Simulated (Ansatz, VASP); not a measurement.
One calculation of ZnSe, two programs

INCAR

```
PREC = Accurate
ENCUT = 520
EDIFF = 1E-8
ISMEAR = -1
SIGMA = 0.03
LREAL = False
LASPH = True
NELM = 100
ALGO = Normal
ISIF = 2
LWAVE = False
LCHARG = False
GGA = CA
LEFG = True
NBANDS = 16
```

The input KPOINTS:

```
Automatic mesh
0
Gamma
  8 8 8
```

The input POSCAR:

```
ZnSe
1.0
    0.0000000000      2.8338000000      2.8338000000
    2.8338000000      0.0000000000      2.8338000000
    2.8338000000      2.8338000000      0.0000000000
Zn Se
1 1
Direct
    0.0000000000      0.0000000000      0.0000000000
    0.7500000000      0.7500000000      0.7500000000
```

Input for Ansatz:

```yaml
crystal:
  lattice:
    - [0.0, 2.8338, 2.8338]
    - [2.8338, 0.0, 2.8338]
    - [2.8338, 2.8338, 0.0]
  atoms:
    - { symbol: Zn, position: [0.0, 0.0, 0.0] }
    - { symbol: Se, position: [0.75, 0.75, 0.75] }
kpoints:
  mp_grid: { grid: [8, 8, 8] }
  band_path:
    path:
      - [0.0, 0.0, 0.0]
      - [-0.5, -0.5, 0.0]
      - [-0.375, -0.375, 0.25]
      - [-0.375, 0.0, 0.375]
      - [0.0, 0.0, 0.0]
      - [0.0, 0.0, 0.5]
      - [-0.5, -0.25, 0.25]
      - [-0.5, -0.5, 0.0]
    npoints: 5
scf:
  occupations: { method: fermi_dirac, width: 0.03 }
hamiltonian:
  xc: lda
  pseudopotentials: { kind: paw }
output:
  forces: true
  stress: true
  eigenvalues: true
  efg: { contact_densities: true }
```

Alike in both runs: task electric field gradients; functional LDA; k mesh 8 × 8 × 8; occupations fermi-dirac, width 0.03 eV; no spin polarisation.

```csv
,VASP,Ansatz
version,VASP 6.6.1,Ansatz 0.2.0
potentials or method,"VASP PAW LDA potentials, release 64 (Zn, Se)","PAW with Ansatz's default frozen-core files, scalar-relativistic"
plane-wave cutoff (eV),520,420
valence electrons in the cell,18,28
```

Ansatz gave:

| Item | Value |
| --- | --- |
| pressure (GPa) | -3.4 |

Q: Which values does VASP return?

A: Pressure (GPa): -3.1.

LDA's correlation is that of Perdew and Zunger in VASP and of Perdew and Wang (1992) in Ansatz. VASP's potentials hold 18 valence electrons a cell and Ansatz's 28, so a difference there can come from the potentials and not from the codes.
